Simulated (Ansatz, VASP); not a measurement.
## Hf in VASP and in Ansatz

```
Hf
1.0
     3.19670    0.00000    0.00000
    -1.59835    2.76842    0.00000
     0.00000    0.00000    5.05780
Hf
2
Direct
  0.66667 0.33333 0.75000
  0.33333 0.66667 0.25000
```

Alike in both runs: task single point; functional PBE; k mesh 10 × 10 × 5; occupations gaussian, width 0.027 eV; no spin polarisation.

|  | VASP | Ansatz |
| --- | --- | --- |
| version | VASP 6.6.1 | Ansatz 0.2.0 |
| potentials or method | VASP PAW PBE potentials, release 64 (Hf_pv), cutoff 520 eV | all-electron LAPW, scalar-relativistic |

```csv
,VASP,Ansatz,Ansatz less VASP
gap on the k mesh at the Fermi level (eV),none,none,-
pressure (GPa),0.2,0.6,+0.46
"traceless stress, the component that is largest in VASP (GPa)",-0.26,-0.20,+0.062
```

A gap of «none» marks a metal or a gap that the smearing closes. Ansatz ran all-electron here, and VASP with PAW potentials.

Neither program's run includes spin-orbit coupling.
